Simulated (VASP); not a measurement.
# W (P6_3/mmc) in VASP: notebook

Runs on W. Level: BLYP. Tasks: single point.

All numbers are computed with VASP 6.6.1; they aren't measurements. Logs are shortened: lines on timing, memory, paths and dates and some standing lists are left out, and cuts for length are marked.

### 1 The cell of the first run

The structure is hexagonal, space group P6_3/mmc (No. 194). The conventional cell has a = 2.812 Å, b = 2.812 Å, c = 9.983 Å, α = 90.00°, β = 90.00°, γ = 120.00°. Within 3.7 Å of W (site symmetry -3m) lie 12 W at 2.81 to 2.98 Å. W (site symmetry -6m2) has 12 W at 2.81 to 2.98 Å within 3.7 Å.

This isn't the form of W at room conditions, which is bcc.

### 2 Single point, BLYP

Input file INCAR:

```
SYSTEM = W
AGGAC = 1.0 ; AGGAX = 1.0
ALDAC = 0.0 ; ALDAX = 1.0
ALGO = Normal ; EDIFF = 1E-7
ENCUT = 520 ; GGA = B5
ISIF = 2 ; ISMEAR = -1
LASPH = .TRUE. ; LCHARG = .FALSE.
LREAL = .FALSE. ; LWAVE = .FALSE.
NBANDS = 36 ; NELM = 80
PREC = Accurate ; SIGMA = 0.1
```

Input file KPOINTS:

```
k-points
0
G
  13 13 4
  0 0 0
```

Input file POSCAR:

```
W
1.0
    2.8118536812      0.0000000000      0.0000000000
   -1.4059268406      2.4351367196      0.0000000000
    0.0000000000      0.0000000000      9.9829310417
W
4
Direct
    1.0000000000      0.0000000000      0.0000000000
    1.0000000000      0.0000000000      0.5000000000
    0.3333333333      0.6666666667      0.2500000000
    0.6666666667      0.3333333333      0.7500000000
```

Potentials or basis: VASP PAW PBE potentials, release 64 (W_sv).

Launch:

```console
> cat potpaw_PBE.64/W_sv/POTCAR > POTCAR
> mpirun -np 1 vasp_std > vasp.out
```

OUTCAR:

```text
SYSTEM = W
   EDIFF = 1E-7
   ENCUT = 520
   GGA = B5
   ISIF = 2
   ISMEAR = -1
   LASPH = .TRUE.
   LREAL = .FALSE.
   NELM = 80
   PREC = Accurate

 ion  position               nearest neighbor table
   1  0.000  0.000  0.000-   3 2.98   4 2.98   3 2.98   4 2.98   4 2.98   3 2.98
   2  0.000  0.000  0.500-   3 2.98   4 2.98   3 2.98   4 2.98   4 2.98   3 2.98
   3  0.333  0.667  0.250-   1 2.98   2 2.98   1 2.98   2 2.98   1 2.98   2 2.98
   4  0.667  0.333  0.750-   1 2.98   2 2.98   1 2.98   2 2.98   1 2.98   2 2.98

  LATTYP: Found a hexagonal cell.
 ALAT       =     2.8118536812
 C/A-ratio  =     3.5503024601

  Lattice vectors:

 A1 = (   2.8118536812,   0.0000000000,   0.0000000000)
 A2 = (  -1.4059268406,   2.4351367196,   0.0000000000)
 A3 = (   0.0000000000,   0.0000000000,   9.9829310417)

Analysis of symmetry for initial positions (statically):
=====================================================================
 Subroutine PRICEL returns:
 Original cell was already a primitive cell.

 Routine SETGRP: Setting up the symmetry group for a
 hexagonal supercell.

 Subroutine GETGRP returns: Found 24 space group operations
 (whereof 12 operations were pure point group operations)
 out of a pool of 24 trial point group operations.

The static configuration has the point symmetry D_3d.
 The point group associated with its full space group is D_6h.

Analysis of symmetry for dynamics (positions and initial velocities):
=====================================================================
 Subroutine PRICEL returns:
 Original cell was already a primitive cell.

 Routine SETGRP: Setting up the symmetry group for a
 hexagonal supercell.

 Subroutine GETGRP returns: Found 24 space group operations
 (whereof 12 operations were pure point group operations)
 out of a pool of 24 trial point group operations.

The dynamic configuration has the point symmetry D_3d.
 The point group associated with its full space group is D_6h.

 Subroutine INISYM returns: Found 24 space group operations
 (whereof 12 operations are pure point group operations),
 and found     1 'primitive' translations

----------------------------------------------------------------------------------------

                                     Primitive cell

  volume of cell :      68.3556

  direct lattice vectors                    reciprocal lattice vectors
     2.811853681  0.000000000  0.000000000     0.355637282  0.205327280  0.000000000
    -1.405926841  2.435136720  0.000000000     0.000000000  0.410654561  0.000000000
     0.000000000  0.000000000  9.982931042     0.000000000  0.000000000  0.100170981

  length of vectors
     2.811853681  2.811853681  9.982931042     0.410654561  0.410654561  0.100170981

  position of ions in fractional coordinates (direct lattice)
     0.000000000  0.000000000  0.000000000
     0.000000000  0.000000000  0.500000000
     0.333333333  0.666666667  0.250000000
     0.666666667  0.333333333  0.750000000

  ion indices of the primitive-cell ions
   primitive index   ion index
                 1           1
                 2           2
                 3           3
                 4           4

----------------------------------------------------------------------------------------

 KPOINTS: k-points

Automatic generation of k-mesh.
 Grid dimensions read from file:
 generate k-points for:   13   13    4

 Generating k-lattice:

  Cartesian coordinates                     Fractional coordinates (reciprocal lattice)
     0.027356714  0.015794406  0.000000000     0.076923077  0.000000000  0.000000000
     0.000000000  0.031588812  0.000000000     0.000000000  0.076923077  0.000000000
     0.000000000  0.000000000  0.025042745     0.000000000  0.000000000  0.250000000

  Length of vectors
     0.031588812  0.031588812  0.025042745

  Shift w.r.t. Gamma in fractional coordinates (k-lattice)
     0.000000000  0.000000000  0.000000000

 Subroutine IBZKPT returns following result:
 ===========================================

 Found     63 irreducible k-points:

 Following reciprocal coordinates:
            Coordinates               Weight
  0.000000  0.000000  0.000000      1.000000
  0.076923  0.000000  0.000000      6.000000
  0.153846 -0.000000  0.000000      6.000000
  0.230769 -0.000000  0.000000      6.000000
  0.307692 -0.000000  0.000000      6.000000
  0.384615 -0.000000  0.000000      6.000000
[... 16 lines left out ...]
  0.076923  0.000000  0.250000     12.000000
  0.153846 -0.000000  0.250000     12.000000
 [... further k-points ...]
   k-points           NKPTS =     63   k-points in BZ     NKDIM =     63   number of bands    NBANDS=     36
   number of dos      NEDOS =    301   number of ions     NIONS =      4
   total plane-waves  NPLWV =  46080
   dimension x,y,z NGX =    24 NGY =   24 NGZ =   80
   dimension x,y,z NGXF=    48 NGYF=   48 NGZF=  160
   ions per type =               4
   NGX,Y,Z   is equivalent  to a cutoff of  14.19, 14.19, 13.32 a.u.
   NGXF,Y,Z  is equivalent  to a cutoff of  28.38, 28.38, 26.64 a.u.
 SYSTEM =  W
   PREC   = accura    normal or accurate (medium, high low for compatibility)
   ISTART =      0    job   : 0-new  1-cont  2-samecut
   ICHARG =      2    charge: 1-file 2-atom 10-const
   ISPIN  =      1    spin polarized calculation?
   LNONCOLLINEAR =      F non collinear calculations
   LSORBIT =      F    spin-orbit coupling
   LASPH  =      T    aspherical Exc in radial PAW
   ENCUT  =  520.0 eV  38.22 Ry    6.18 a.u.   5.23  5.23 18.56*2*pi/ulx,y,z
   NELM   =     80;   NELMIN=  2; NELMDL= -5     # of ELM steps
   EDIFF  = 0.1E-06   stopping-criterion for ELM
   LREAL  =      F    real-space projection
   EDIFFG = 0.1E-05   stopping-criterion for IOM
   NSW    =      0    number of steps for IOM
   IBRION =     -1    ionic relax: 0-MD 1-quasi-New 2-CG
   NFREE  =      0    steps in history (QN), initial steepest desc. (CG)
   ISIF   =      2    stress and relaxation
   ISYM   =      2    0-nonsym 1-usesym 2-fastsym
   POTIM  = 0.5000    time-step for ionic-motion
   TEBEG  =    0.0;   TEEND  =   0.0 temperature during run
   PSTRESS=    0.0 pullay stress
   NELECT =      56.0000    total number of electrons
   NUPDOWN=      -1.0000    fix difference up-down
   EMIN   =  10.00;   EMAX   =-10.00  energy-range for DOS
   EFERMI =   0.00;   METHOD = LEGACY
   ISMEAR =    -1;   SIGMA  =   0.10  broadening in eV -4-tet -1-fermi 0-gaus
   EFERMI_NEDOS =   21; number of points for ismear=-14 and -15
   IALGO  =     38    algorithm
   IMIX   =      4    mixing-type and parameters
     AMIX     =   0.40;   BMIX     =  1.00
     AMIX_MAG =   1.60;   BMIX_MAG =  1.00
  volume/ion in A,a.u.               =      17.09       115.32
  Fermi-wavevector in a.u.,A,eV,Ry     =   1.531838  2.894754 31.926440  2.346527
  Thomas-Fermi vector in A             =   2.639127
   LORBIT       =      0    0 simple, 1 ext, 2 COOP (PROOUT), +10 PAW based schemes
   GGA     = B5    functional components
   LHFCALC =     F    Hartree Fock is set to
   AEXX    =    0.0000 exact exchange contribution
   IVDW    =     0    specifies the selected vdW correction
   LEPSILON=     F    determine dielectric tensor
   LRPA    =     F    only Hartree local field effects (RPA)
 non-spin polarized calculation
  energy-cutoff  :      520.00
  volume of cell :       68.36
 maximum number of plane-waves:      1857
 NGX is ok and might be reduce to    24
   NGX = 11   NGY = 11   NGZ = 37

 number of electron      56.0000006 magnetization

 Free energy of the ion-electron system (eV)
  ---------------------------------------------------
  ext. energy  EPLUGINS =         0.00000000
  ---------------------------------------------------
  free energy    TOTEN  =       -43.44686767 eV

  energy without entropy =      -43.30997331  energy(sigma->0) =      -43.37842049

 E-fermi :  10.5954     XC(G=0): -12.5580

 val. band max:       10.5946132300   @ k =   0.4615   0.0769   0.2500
 cond. band min:      10.6131058165   @ k =   0.0769   0.0000   0.5000
 fundamental gap:      0.0184925865
 Fermi energy:        10.5953939886

 k-point     1 :       0.0000    0.0000    0.0000
  band No.  band energies     occupation
      1     -62.8139      2.00000
      2     -62.7940      2.00000
      3     -62.7653      2.00000
      4     -62.7452      2.00000
      5     -27.7420      2.00000
      6     -27.3571      2.00000
[... 28 lines left out ...]
     35      13.3748      0.00000
     36      13.3748      0.00000

 k-point     2 :       0.0769    0.0000    0.0000
  band No.  band energies     occupation
      1     -62.8082      2.00000
      2     -62.7891      2.00000
      3     -62.7603      2.00000
      4     -62.7410      2.00000
      5     -27.7234      2.00000
      6     -27.3527      2.00000
[... 28 lines left out ...]
     35      13.4137      0.00000
     36      13.4707      0.00000

 k-point     3 :       0.1538   -0.0000    0.0000
  band No.  band energies     occupation
      1     -62.7923      2.00000
      2     -62.7753      2.00000
      3     -62.7465      2.00000
      4     -62.7293      2.00000
      5     -27.6703      2.00000
      6     -27.3465      2.00000
[... 28 lines left out ...]
     35      13.4032      0.00000
     36      13.6438      0.00000
[... 742 lines left out ...]
 k-point    23 :       0.0769    0.0000    0.2500
  band No.  band energies     occupation
      1     -62.8061      2.00000
      2     -62.7931      2.00000
      3     -62.7562      2.00000
      4     -62.7431      2.00000
      5     -27.6950      2.00000
      6     -27.4897      2.00000
[... 28 lines left out ...]
     35      13.1351      0.00000
     36      13.1622      0.00000

 k-point    24 :       0.1538   -0.0000    0.2500
  band No.  band energies     occupation
      1     -62.7905      2.00000
      2     -62.7788      2.00000
      3     -62.7429      2.00000
      4     -62.7312      2.00000
      5     -27.6455      2.00000
      6     -27.4664      2.00000
[... 28 lines left out ...]
     35      12.9772      0.00000
     36      13.0260      0.00000

 [... further k-points ...]

------------------------ aborting loop because EDIFF is reached ----------------------------------------

  FORCE on cell =-STRESS in cart. coord.  units (eV):
  Direction    XX          YY          ZZ          XY          YZ          ZX
  --------------------------------------------------------------------------------------
  -------------------------------------------------------------------------------------
  Total        0.6774315      0.6774315      0.4728482     -0.0000000      0.0000000      0.0000000
  in kB       15.8782210     15.8782210     11.0830224     -0.0000000      0.0000000      0.0000000
  external PRESSURE =      14.2798215 kB  Pullay stress =       0.0000000 kB

 VOLUME and BASIS-vectors are now :
 -----------------------------------------------------------------------------
  energy-cutoff  :      520.00
  volume of cell :       68.36
      direct lattice vectors                 reciprocal lattice vectors
     2.811853681  0.000000000  0.000000000     0.355637282  0.205327280  0.000000000
    -1.405926841  2.435136720  0.000000000     0.000000000  0.410654561  0.000000000
     0.000000000  0.000000000  9.982931042     0.000000000  0.000000000  0.100170981

 POSITION                                       TOTAL-FORCE (eV/Angst)
 -----------------------------------------------------------------------------------
      0.00000      0.00000      0.00000         0.000000      0.000000     -0.000000
      0.00000      0.00000      4.99147         0.000000      0.000000     -0.000000
     -0.00000      1.62342      2.49573         0.000000      0.000000     -0.000000
      1.40593      0.81171      7.48720        -0.000000     -0.000000      0.000000
 -----------------------------------------------------------------------------------
    total drift:                               -0.000000      0.000000     -0.000000

  FREE ENERGIE OF THE ION-ELECTRON SYSTEM (eV)
  ---------------------------------------------------
  free  energy   TOTEN  =       -43.4468676696 eV

  energy  without entropy=      -43.3099733138  energy(sigma->0) =      -43.37842049
```

It took 95 s on 1 thread of Intel Xeon 6975P-C (Granite Rapids), shared host; peak memory 0.26 GiB.

What came out:

| Item | Value |
| --- | --- |
| Free energy | -43.4469 eV |
| Pressure | 1.4 GPa |
| Band gap on the k mesh | zero (bands 28 and 29 overlap by 1.84 eV) |

Stress tensor (GPa, compression positive):
```
1.59 0.00 0.00
0.00 1.59 0.00
0.00 0.00 1.11
```

Caveat: the PAW data sets were made with another functional, which shifts forces and pressure a little; spin-orbit coupling is left out, which moves the levels of the heavy elements.

(Part 1 of 3 ends here.)
